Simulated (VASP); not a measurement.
# WS2 in VASP: further runs

WS2 is run at these levels: PBE+D3(BJ); tasks: single point.

Everything below comes from runs of VASP 6.6.1. Logs are shortened: lines on timing, memory, paths and dates and some standing lists are left out, and cuts for length are marked.

## Step 1: The cell of the first run

The cell holds a slab with vacuum, 3 atoms: a = 3.349 Å, b = 3.349 Å, c = 32.291 Å, α = 90.00°, β = 90.00°, γ = 120.00°.

## Step 2: Single point, PBE+D3(BJ)

The input, INCAR:

```
SYSTEM = WS2
ALGO = Normal
DIPOL = 0.5 0.5 0.500
EDIFF = 1E-6
ENCUT = 520
GGA = PE
IDIPOL = 3
ISIF = 2
ISMEAR = 0
IVDW = 12
LASPH = .True.
LCHARG = .False.
LDIPOL = .True.
LREAL = .False.
LWAVE = .False.
NBANDS = 20
NELM = 60
PREC = Accurate
SIGMA = 0.02
```

The input, KPOINTS:

```
k-points
0
Gamma
  12 12 1
  0 0 0
```

The input, POSCAR:

```
WS2
1.0
    3.3490000000      0.0000000000      0.0000000000
   -1.6745000000      2.9003190773      0.0000000000
    0.0000000000      0.0000000000     32.2910878415
S W
2 1
Direct
    0.3333333333      0.6666666667      0.4524697866
    0.3333333333      0.6666666667      0.5475424585
    0.6666666667      0.3333333333      0.5000061203
```

Potentials or basis: VASP PAW PBE potentials, release 64 (S, W_sv).

Started as:

```
cat potpaw_PBE.64/S/POTCAR potpaw_PBE.64/W_sv/POTCAR > POTCAR
mpirun -np 1 vasp_std > vasp.out
```

OUTCAR:

```text
SYSTEM = WS2
   EDIFF = 1E-6
   ENCUT = 520
   GGA = PE
   ISIF = 2
   ISMEAR = 0
   IVDW = 12
   LASPH = .True.
   LREAL = .False.
   NELM = 60
   PREC = Accurate
 IVDW          = 12

 ion  position               nearest neighbor table
   1  0.333  0.667  0.452-   3 2.47   3 2.47   3 2.47
   2  0.333  0.667  0.548-   3 2.47   3 2.47   3 2.47
   3  0.667  0.333  0.500-   1 2.47   1 2.47   1 2.47   2 2.47   2 2.47   2 2.47

  LATTYP: Found a hexagonal cell.
 ALAT       =     3.3490000000
 C/A-ratio  =     9.6420089106

  Lattice vectors:

 A1 = (   3.3490000000,   0.0000000000,   0.0000000000)
 A2 = (  -1.6745000000,   2.9003190773,   0.0000000000)
 A3 = (   0.0000000000,   0.0000000000,  32.2910878415)

Analysis of symmetry for initial positions (statically):
=====================================================================
 Subroutine PRICEL returns:
 Original cell was already a primitive cell.

 Routine SETGRP: Setting up the symmetry group for a
 hexagonal supercell.

 Subroutine GETGRP returns: Found 12 space group operations
 (whereof  6 operations were pure point group operations)
 out of a pool of 24 trial point group operations.

The static configuration has the point symmetry C_3v.
 The point group associated with its full space group is D_3h.

Analysis of symmetry for dynamics (positions and initial velocities):
=====================================================================
 Subroutine PRICEL returns:
 Original cell was already a primitive cell.

 Routine SETGRP: Setting up the symmetry group for a
 hexagonal supercell.

 Subroutine GETGRP returns: Found 12 space group operations
 (whereof  6 operations were pure point group operations)
 out of a pool of 24 trial point group operations.

The dynamic configuration has the point symmetry C_3v.
 The point group associated with its full space group is D_3h.

 Subroutine INISYM returns: Found 12 space group operations
 (whereof  6 operations are pure point group operations),
 and found     1 'primitive' translations

----------------------------------------------------------------------------------------

                                     Primitive cell

  volume of cell :     313.6488

  direct lattice vectors                    reciprocal lattice vectors
     3.349000000  0.000000000  0.000000000     0.298596596  0.172394825  0.000000000
    -1.674500000  2.900319077  0.000000000     0.000000000  0.344789650  0.000000000
     0.000000000  0.000000000 32.291087842     0.000000000  0.000000000  0.030968297

  length of vectors
     3.349000000  3.349000000 32.291087842     0.344789650  0.344789650  0.030968297

  position of ions in fractional coordinates (direct lattice)
     0.333333333  0.666666667  0.452469787
     0.333333333  0.666666667  0.547542458
     0.666666667  0.333333333  0.500006120

  ion indices of the primitive-cell ions
   primitive index   ion index
                 1           1
                 2           2
                 3           3

----------------------------------------------------------------------------------------

 KPOINTS: k-points

Automatic generation of k-mesh.
 Grid dimensions read from file:
 generate k-points for:   12   12    1

 Generating k-lattice:

  Cartesian coordinates                     Fractional coordinates (reciprocal lattice)
     0.024883050  0.014366235  0.000000000     0.083333333  0.000000000  0.000000000
     0.000000000  0.028732471  0.000000000     0.000000000  0.083333333  0.000000000
     0.000000000  0.000000000  0.030968297     0.000000000  0.000000000  1.000000000

  Length of vectors
     0.028732471  0.028732471  0.030968297

  Shift w.r.t. Gamma in fractional coordinates (k-lattice)
     0.000000000  0.000000000  0.000000000

 Subroutine IBZKPT returns following result:
 ===========================================

 Found     19 irreducible k-points:

 Following reciprocal coordinates:
            Coordinates               Weight
  0.000000  0.000000  0.000000      1.000000
  0.083333 -0.000000  0.000000      6.000000
  0.166667 -0.000000  0.000000      6.000000
  0.250000 -0.000000  0.000000      6.000000
  0.333333 -0.000000  0.000000      6.000000
  0.416667  0.000000  0.000000      6.000000
[... 11 lines left out ...]
  0.333333  0.250000  0.000000     12.000000
  0.333333  0.333333  0.000000      2.000000
   k-points           NKPTS =     19   k-points in BZ     NKDIM =     19   number of bands    NBANDS=     20
   number of dos      NEDOS =    301   number of ions     NIONS =      3
   total plane-waves  NPLWV = 188160
   dimension x,y,z NGX =    28 NGY =   28 NGZ =  240
   dimension x,y,z NGXF=    56 NGYF=   56 NGZF=  480
   ions per type =               2   1
   NGX,Y,Z   is equivalent  to a cutoff of  13.90, 13.90, 12.36 a.u.
   NGXF,Y,Z  is equivalent  to a cutoff of  27.80, 27.80, 24.71 a.u.
 SYSTEM =  WS2
   PREC   = accura    normal or accurate (medium, high low for compatibility)
   ISTART =      0    job   : 0-new  1-cont  2-samecut
   ICHARG =      2    charge: 1-file 2-atom 10-const
   ISPIN  =      1    spin polarized calculation?
   LNONCOLLINEAR =      F non collinear calculations
   LSORBIT =      F    spin-orbit coupling
   LASPH  =      T    aspherical Exc in radial PAW
   ENCUT  =  520.0 eV  38.22 Ry    6.18 a.u.   6.23  6.23 60.04*2*pi/ulx,y,z
   NELM   =     60;   NELMIN=  2; NELMDL= -5     # of ELM steps
   EDIFF  = 0.1E-05   stopping-criterion for ELM
   LREAL  =      F    real-space projection
   EDIFFG = 0.1E-04   stopping-criterion for IOM
   NSW    =      0    number of steps for IOM
   IBRION =     -1    ionic relax: 0-MD 1-quasi-New 2-CG
   NFREE  =      0    steps in history (QN), initial steepest desc. (CG)
   ISIF   =      2    stress and relaxation
   ISYM   =      2    0-nonsym 1-usesym 2-fastsym
   POTIM  = 0.5000    time-step for ionic-motion
   TEBEG  =    0.0;   TEEND  =   0.0 temperature during run
   PSTRESS=    0.0 pullay stress
   NELECT =      26.0000    total number of electrons
   NUPDOWN=      -1.0000    fix difference up-down
   EMIN   =  10.00;   EMAX   =-10.00  energy-range for DOS
   EFERMI =   0.00;   METHOD = LEGACY
   ISMEAR =     0;   SIGMA  =   0.02  broadening in eV -4-tet -1-fermi 0-gaus
   EFERMI_NEDOS =   21; number of points for ismear=-14 and -15
   IALGO  =     38    algorithm
   IMIX   =      4    mixing-type and parameters
     AMIX     =   0.40;   BMIX     =  1.00
     AMIX_MAG =   1.60;   BMIX_MAG =  1.00
  volume/ion in A,a.u.               =     104.55       705.54
  Fermi-wavevector in a.u.,A,eV,Ry     =   0.713813  1.348912  6.932572  0.509530
  Thomas-Fermi vector in A             =   1.801550
   LORBIT       =      0    0 simple, 1 ext, 2 COOP (PROOUT), +10 PAW based schemes
   GGA     = PE    functional components
   LHFCALC =     F    Hartree Fock is set to
   AEXX    =    0.0000 exact exchange contribution
   IVDW    =    12    specifies the selected vdW correction
   LEPSILON=     F    determine dielectric tensor
   LRPA    =     F    only Hartree local field effects (RPA)
 non-spin polarized calculation
 Gauss-broadening in eV      SIGMA  =   0.02
  energy-cutoff  :      520.00
  volume of cell :      313.65
 maximum number of plane-waves:      8485
 NGX is ok and might be reduce to    28
   NGX = 13   NGY = 13   NGZ =121

 dipolmoment           0.000000      0.000000      0.000001 electrons x Angstroem

 number of electron      25.9999999 magnetization

 dipolmoment           0.000000      0.000000     -0.000001 electrons x Angstroem

 Free energy of the ion-electron system (eV)
  ---------------------------------------------------
  ext. energy  EPLUGINS =         0.00000000
  ---------------------------------------------------
  free energy    TOTEN  =       -23.44405903 eV

  energy without entropy =      -23.44405903  energy(sigma->0) =      -23.44405903

 E-fermi :  -3.0808     XC(G=0):  -2.2949

 val. band max:       -3.2914444502   @ k =   0.0000   0.0000   0.0000
 cond. band min:      -2.4610217698   @ k =   0.3333   0.3333   0.0000
 fundamental gap:      0.8304226804
 Fermi energy:        -3.0808433195

 k-point     1 :       0.0000    0.0000    0.0000
  band No.  band energies     occupation
      1     -77.9329      2.00000
      2     -42.0528      2.00000
      3     -42.0431      2.00000
      4     -42.0431      2.00000
      5     -17.9222      2.00000
      6     -16.3261      2.00000
[... 12 lines left out ...]
     19       1.8334      0.00000
     20       1.8899      0.00000

 k-point     2 :       0.0833   -0.0000    0.0000
  band No.  band energies     occupation
      1     -77.9324      2.00000
      2     -42.0560      2.00000
      3     -42.0506      2.00000
      4     -42.0462      2.00000
      5     -17.8304      2.00000
      6     -16.2959      2.00000
[... 12 lines left out ...]
     19       1.9584      0.00000
     20       2.0593      0.00000

 k-point     3 :       0.1667   -0.0000    0.0000
  band No.  band energies     occupation
      1     -77.9310      2.00000
      2     -42.0910      2.00000
      3     -42.0545      2.00000
      4     -42.0445      2.00000
      5     -17.5701      2.00000
      6     -16.2106      2.00000
[... 12 lines left out ...]
     19       2.3172      0.00000
     20       2.6049      0.00000

 k-point     4 :       0.2500   -0.0000    0.0000
  band No.  band energies     occupation
      1     -77.9290      2.00000
      2     -42.1385      2.00000
      3     -42.0659      2.00000
      4     -42.0362      2.00000
      5     -17.1882      2.00000
      6     -16.0869      2.00000
[... 12 lines left out ...]
     19       2.8801      0.00000
     20       3.2769      0.00000

 k-point     5 :       0.3333   -0.0000    0.0000
  band No.  band energies     occupation
      1     -77.9271      2.00000
      2     -42.1855      2.00000
      3     -42.0772      2.00000
      4     -42.0279      2.00000
      5     -16.7664      2.00000
      6     -15.9534      2.00000
[... 12 lines left out ...]
     19       3.3751      0.00000
     20       3.5621      0.00000

 k-point     6 :       0.4167    0.0000    0.0000
  band No.  band energies     occupation
      1     -77.9257      2.00000
      2     -42.2197      2.00000
      3     -42.0854      2.00000
      4     -42.0218      2.00000
      5     -16.4232      2.00000
      6     -15.8483      2.00000
[... 12 lines left out ...]
     19       3.8312      0.00000
     20       3.9566      0.00000

 k-point     7 :       0.5000   -0.0000    0.0000
  band No.  band energies     occupation
      1     -77.9252      2.00000
      2     -42.2322      2.00000
      3     -42.0885      2.00000
      4     -42.0195      2.00000
      5     -16.2881      2.00000
      6     -15.8081      2.00000
[... 12 lines left out ...]
     19       3.9877      0.00000
     20       4.1072      0.00000
[... 162 lines left out ...]
 k-point    15 :       0.3333    0.1667    0.0000
  band No.  band energies     occupation
      1     -77.9252      2.00000
      2     -42.2086      2.00000
      3     -42.1125      2.00000
      4     -42.0195      2.00000
      5     -16.3029      2.00000
      6     -15.7967      2.00000
[... 12 lines left out ...]
     19       4.3479      0.00000
     20       4.6654      0.00000

 k-point    16 :       0.4167    0.1667    0.0000
  band No.  band energies     occupation
      1     -77.9247      2.00000
      2     -42.2169      2.00000
      3     -42.1177      2.00000
      4     -42.0176      2.00000
      5     -16.1851      2.00000
      6     -15.7588      2.00000
[... 12 lines left out ...]
     19       4.5665      0.00000
     20       5.1714      0.00000

 k-point    17 :       0.2500    0.2500    0.0000
  band No.  band energies     occupation
      1     -77.9252      2.00000
      2     -42.1975      2.00000
      3     -42.1238      2.00000
      4     -42.0196      2.00000
      5     -16.3078      2.00000
      6     -15.7929      2.00000
[... 12 lines left out ...]
     19       4.1045      0.00000
     20       4.6429      0.00000

 k-point    18 :       0.3333    0.2500    0.0000
  band No.  band energies     occupation
      1     -77.9245      2.00000
      2     -42.2000      2.00000
      3     -42.1427      2.00000
      4     -42.0165      2.00000
      5     -16.1255      2.00000
      6     -15.7291      2.00000
[... 12 lines left out ...]
     19       3.7356      0.00000
     20       5.2737      0.00000

 k-point    19 :       0.3333    0.3333    0.0000
  band No.  band energies     occupation
      1     -77.9242      2.00000
      2     -42.1859      2.00000
      3     -42.1647      2.00000
      4     -42.0154      2.00000
      5     -16.0598      2.00000
      6     -15.7026      2.00000
[... 12 lines left out ...]
     19       2.9746      0.00000
     20       5.5220      0.00000

------------------------ aborting loop because EDIFF is reached ----------------------------------------

 vacuum level on the upper side and lower side of the slab       (xc-potential included)        -0.010        -0.010

 Edisp (eV)   -0.82847

 E8    (eV) :    -0.3725

  FORCE on cell =-STRESS in cart. coord.  units (eV):
  Direction    XX          YY          ZZ          XY          YZ          ZX
  --------------------------------------------------------------------------------------
  -------------------------------------------------------------------------------------
  Total      -5.65856    -5.65856    -1.21050     0.00000    -0.00000    -0.00000
  in kB     -28.90497   -28.90497    -6.18349     0.00000    -0.00000    -0.00000
  external pressure =      -21.33 kB  Pullay stress =        0.00 kB

 VOLUME and BASIS-vectors are now :
 -----------------------------------------------------------------------------
  energy-cutoff  :      520.00
  volume of cell :      313.65
      direct lattice vectors                 reciprocal lattice vectors
     3.349000000  0.000000000  0.000000000     0.298596596  0.172394825  0.000000000
    -1.674500000  2.900319077  0.000000000     0.000000000  0.344789650  0.000000000
     0.000000000  0.000000000 32.291087842     0.000000000  0.000000000  0.030968297

 POSITION                                       TOTAL-FORCE (eV/Angst)
 -----------------------------------------------------------------------------------
     -0.00000      1.93355     14.61074        -0.000000      0.000000      0.385895
     -0.00000      1.93355     17.68074        -0.000000      0.000000     -0.385895
      1.67450      0.96677     16.14574         0.000000     -0.000000      0.000000
 -----------------------------------------------------------------------------------
    total drift:                               -0.000000      0.000000     -0.000143

  FREE ENERGIE OF THE ION-ELECTRON SYSTEM (eV)
  ---------------------------------------------------
  free  energy   TOTEN  =       -24.2725243971 eV

  energy  without entropy=      -24.2725243971  energy(sigma->0) =      -24.27252440

 vacuum level on the upper side and lower side of the slab         2.157         2.157
```

Run time: 2.2 min. Hardware: 1 thread of Intel Xeon 6975P-C (Granite Rapids), shared host; peak memory 0.51 GiB.

What came out:

```yaml
Free_energy: -24.2725 eV
Largest_force: 0.386 eV/Å
Band_gap_on_the_k_mesh: 0.83 eV (least direct gap 1.30 eV)
Dispersion_energy_per_atom: -0.276 eV
```

Forces on the atoms (eV/Å):
```
S    0.000  0.000  0.386
S    0.000  0.000 -0.386
W    0.000  0.000  0.000
```

Caveat: spin-orbit coupling is left out, which moves the levels of the heavy elements.

## Step 3: Single point, PBE+D3(BJ)

The input, INCAR:

```
PREC = Accurate ; ENCUT = 520
EDIFF = 1E-6 ; ISMEAR = 0
SIGMA = 0.02 ; LREAL = False
LASPH = True ; NELM = 100
ALGO = Normal ; ISIF = 2
LWAVE = False ; LCHARG = False
LDIPOL = True ; IDIPOL = 3
DIPOL = 0.5 0.5 0.500 ; GGA = PE
IVDW = 12 ; NBANDS = 20
```

The input, KPOINTS:

```
Automatic mesh
0
Gamma
  12 12 1
```

The input, POSCAR:

```
WS2
1.0
    3.3490000000      0.0000000000      0.0000000000
   -1.6745000000      2.9003190773      0.0000000000
    0.0000000000      0.0000000000     32.2910878415
S W
2 1
Direct
    0.3333333333      0.6666666667      0.4499303862
    0.3333333333      0.6666666667      0.5500818589
    0.6666666667      0.3333333333      0.5000061202
```

Potentials or basis: VASP PAW PBE potentials, release 64 (S, W_sv).

Started as:

```
cat potpaw_PBE.64/S/POTCAR potpaw_PBE.64/W_sv/POTCAR > POTCAR
mpirun -np 1 vasp_std > vasp.out
```

Run time: 1.9 min. Hardware: 1 thread of Intel Xeon 6975P-C (Granite Rapids), shared host; peak memory 0.5 GiB.

Results (log left out):

- Free energy: -24.0969 eV
- Largest force: 1.705 eV/Å
- Band gap on the k mesh: 1.32 eV (least direct gap 1.43 eV)
- Dispersion energy per atom: -0.271 eV

Forces on the atoms (eV/Å):
```
S    0.000  0.000  1.705
S    0.000  0.000 -1.705
W    0.000  0.000  0.000
```

Levels at points of the mesh, in eV from the valence-band top:
```csv
k point,band 11,band 12,band 13,band 14,band 15,band 16
"(0.00, 0.00, 0.00)",-1.70,-1.70,0.00,2.34,2.34,2.40
"(0.50, 0.00, 0.00)",-2.05,-1.49,-0.88,2.15,2.53,3.50
```

Caveat: spin-orbit coupling is left out, which moves the levels of the heavy elements.
